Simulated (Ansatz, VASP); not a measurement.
# Fe in VASP and in Ansatz

```xyz
2
Lattice="2.6101 0.0000 0.0000 -1.3051 2.2604 0.0000 0.0000 0.0000 4.5867" Properties=species:S:1:pos:R:3 pbc="T T T"
Fe    0.0000    1.5070    1.1467
Fe    1.3051    0.7535    3.4400
```

Alike in both runs: task single point; functional BLYP; k mesh 16 × 16 × 8; occupations fermi-dirac, width 0.05 eV; collinear spin.

|  | VASP | Ansatz |
| --- | --- | --- |
| version | VASP 6.6.1 | Ansatz 0.2.0 |
| potentials or method | VASP PAW PBE potentials, release 64 (Fe), cutoff 520 eV | plane waves (420 eV) with PAW, scalar-relativistic |
| valence electrons in the cell | 16 | 32 |

|  | VASP | Ansatz | Ansatz less VASP |
| --- | --- | --- | --- |
| pressure (GPa) | -9.5 | -9.6 | -0.15 |
| traceless stress, the component that is largest in VASP (GPa) | 1.01 | 0.98 | -0.036 |
| net moment per atom (μB) | 2.62 | 2.62 | +0.005 |
| size of the moment on the site where the two differ most (μB) | 2.62 | 2.66 | +0.043 |

VASP's potentials were made for PBE, not for BLYP. Site moments also hang on the region over which each program counts them. VASP's potentials hold 16 valence electrons a cell and Ansatz's 32, so a difference there can come from the potentials and not from the codes.
